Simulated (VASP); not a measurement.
Wanted: the native input for a VASP 6.6.1 run.

```
Task                   : single point
Functional             : PBE
Potentials or basis    : VASP PAW PBE potentials, release 64 (Na_pv, Ge_d, Br)
Cutoff                 : 520 eV
k mesh                 : 6 × 6 × 6
Occupations            : fermi-dirac, width 0.02 eV
Spin                   : no spin polarisation
Dipole correction      : no
Further INCAR settings : ALGO = Normal; EDIFF = 1e-06; NBANDS = 29
```

The structure of NaGeBr3 lies in POSCAR:

```
NaGeBr3
1.0
    5.4732132055      0.0000000000      0.0000000000
    0.0000000000      5.4732132055      0.0000000000
    0.0000000000      0.0000000000      5.4732132055
Na Ge Br
1 1 3
Direct
    0.0000000000      0.0000000000      0.0000000000
    0.5000000000      0.5000000000      0.5000000000
    0.5000000000      0.5000000000      0.0000000000
    0.5000000000      0.0000000000      0.5000000000
    0.0000000000      0.5000000000      0.5000000000
```

One way to write it, as run:

INCAR

```
ALGO     = Normal         # electronic algorithm
EDIFF    = 1E-6           # SCF threshold, eV
ENCUT    = 520            # plane-wave cutoff, eV
GGA      = PE             # functional
ISIF     = 2              # what is computed and relaxed
ISMEAR   = -1             # smearing method
LASPH    = T              # aspherical terms in the spheres
LCHARG   = T              # write CHGCAR
LELF     = T              # ELF
LREAL    = F              # projectors in reciprocal space
LVHAR    = T            
LWAVE    = F              # write WAVECAR
NBANDS   = 29             # bands
NELM     = 60             # most SCF steps
PREC     = Accurate       # precision mode
SIGMA    = 0.02           # smearing width, eV
```

KPOINTS

```
k-points
0
Gamma
  6 6 6
```

Potentials or basis: VASP PAW PBE potentials, release 64 (Na_pv, Ge_d, Br).

Command:

```sh
$ cat potpaw_PBE.64/Na_pv/POTCAR potpaw_PBE.64/Ge_d/POTCAR potpaw_PBE.64/Br/POTCAR > POTCAR
$ mpirun -np 1 vasp_std > vasp.out
```

Results of the run:

```yaml
Pressure: 0.4 GPa
Band_gap_on_the_k_mesh: 0.43 eV, direct
```

Wall time 48 s on 1 thread of Intel(R) Xeon(R) 6975P-C (Granite Rapids) (shared host), peak memory 0.3 GiB.
